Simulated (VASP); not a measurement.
## GeP4: relaxation of cell and atoms with PBE

GeP4:

```xyz
5
Lattice="-2.2808 2.2808 5.6755 2.2808 -2.2808 5.6755 2.2808 2.2808 -5.6755" Properties=species:S:1:pos:R:3 pbc="T T T"
Ge    0.0000    0.0000    0.0000
P     2.2808    0.0000    2.8378
P     0.0000    2.2808    2.8378
P     0.0000    0.0000    4.3141
P     0.0000    0.0000    7.0370
```

The cell was generated, and may not be a known phase.

```json
{
 "Program": "VASP 6.6.1",
 "Task": "relaxation of cell and atoms",
 "Functional": "PBE",
 "Potentials or basis": "VASP PAW PBE potentials, release 64 (Ge_d, P)",
 "Cutoff": "600 eV",
 "k mesh": "6 × 6 × 6",
 "Occupations": "gaussian, width 0.1 eV",
 "Spin": "no spin polarisation",
 "Dipole correction": "no",
 "Further INCAR settings": "ALGO = Normal; EDIFF = 1e-06; IBRION = 2; EDIFFG = -0.04; NSW = 90; ISIF = 3"
}
```

```
Relaxed volume                        : 16.42 Å³/atom
Relaxed cell                          : a = 5.039 Å, b = 5.039 Å, c = 5.039 Å, α = 125.31°, β = 125.31°, γ = 81.02°
Space group after relaxing (to 0.1 Å) : I4/mmm (No. 139)
Energy gained by relaxing             : 586.3 meV/atom
Ionic steps                           : 33
Pressure after relaxing               : -0.1 GPa
Largest force after relaxing          : 0.036 eV/Å
Band gap on the k mesh                : zero (bands 17 and 18 overlap by 2.16 eV)
```

Forces on the atoms (eV/Å):
```
Ge   0.000  0.000  0.000
P    0.000  0.000  0.000
P    0.000  0.000  0.000
P    0.000  0.000 -0.036
P    0.000  0.000  0.036
```

Stress tensor (GPa, compression positive):
```
-0.21  0.00  0.00
 0.00 -0.21  0.00
 0.00  0.00  0.03
```

Step by step:
| step | energy change (eV) | largest force (eV/Å) | pressure (GPa) | volume (Å³) |
| --- | --- | --- | --- | --- |
| 1 | 0.0000 | 1.2522 | -11.90 | 118.10 |
| 2 | -1.6230 | 0.9200 | -3.24 | 90.59 |
| 3 | -1.6916 | 0.7590 | 0.45 | 85.56 |
| 4 | -1.6913 | 0.7393 | 0.96 | 84.98 |
| 5 | -1.7671 | 0.8674 | 1.16 | 85.33 |
| 6 | -2.0277 | 0.7722 | 1.64 | 86.37 |
| 7 | -2.3458 | 0.7964 | 2.98 | 88.32 |
| 8 | -2.3525 | 0.3119 | 2.50 | 87.93 |
| 9 | -2.3563 | 0.5302 | 2.67 | 88.09 |
| 10 | -2.3876 | 0.6605 | 2.18 | 88.79 |
| 11 | -2.4344 | 0.7701 | 1.07 | 90.48 |
| 12 | -2.5607 | 0.1617 | -1.13 | 93.76 |
| 13 | -2.4064 | 0.3919 | -5.23 | 99.88 |
| 14 | -2.6122 | 0.0269 | -2.71 | 95.46 |
| 15 | -2.6164 | 0.0173 | -3.09 | 95.99 |
| 16 | -2.6514 | 0.1446 | -2.70 | 94.92 |
| 17 | -2.6542 | 0.2054 | -2.56 | 94.60 |
| 18 | -2.6784 | 0.2851 | -1.31 | 92.81 |
| 19 | -2.6816 | 0.4528 | 1.35 | 89.50 |
| 20 | -2.6872 | 0.3803 | 0.31 | 90.87 |
| 21 | -2.7003 | 0.3874 | 0.31 | 90.31 |
| 22 | -2.7334 | 0.3568 | 0.46 | 88.66 |
| 23 | -2.7814 | 0.4234 | 0.97 | 85.36 |
| 24 | -2.8541 | 0.6451 | 3.53 | 78.83 |
| 25 | -2.8453 | 0.4303 | 1.17 | 83.01 |
| 26 | -2.8878 | 0.0513 | 2.17 | 80.91 |
| 27 | -2.9120 | 0.2176 | 1.10 | 81.31 |
| 28 | -2.9163 | 0.3963 | 0.51 | 81.58 |
| 29 | -2.9164 | 0.3724 | 0.58 | 81.54 |
| 30 | -2.9256 | 0.2588 | 0.18 | 81.86 |
| 31 | -2.9307 | 0.0727 | -0.39 | 82.37 |
| 32 | -2.9308 | 0.0825 | -0.36 | 82.34 |
| 33 | -2.9316 | 0.0364 | -0.13 | 82.11 |

Final structure:
```xyz
5
Lattice="-2.3148 2.3148 3.8313 2.3148 -2.3148 3.8313 2.3148 2.3148 -3.8313" Properties=species:S:1:pos:R:3 pbc="T T T"
Ge    0.0000    0.0000    0.0000
P     2.3148    0.0000    1.9157
P     0.0000    2.3148    1.9157
P     2.3148    2.3148   -1.2189
P     0.0000    0.0000    5.0502
```

Levels at points of the mesh, in eV from the Fermi level:
```tsv
k point	band 14	band 15	band 16	band 17	band 18	band 19	band 20	band 21
(0.00, 0.00, 0.00)	-4.15	-4.15	-2.49	-2.41	-1.68	-1.68	2.21	4.11
(0.50, 0.00, 0.00)	-2.42	-2.10	-0.65	0.18	0.19	1.69	1.78	2.26
(0.50, 0.50, 0.00)	-2.18	-0.46	-0.44	-0.13	0.37	1.47	1.92	2.26
(0.50, 0.50, 0.50)	-3.24	-2.00	-0.33	-0.22	0.85	1.91	1.91	3.15
```

It took 29 min on 1 thread of Intel(R) Xeon(R) 6975P-C (Granite Rapids), on a shared host, peak memory 0.47 GiB.

Caveat: the volume moved by over 15 % at a fixed basis, so the end points are rough.
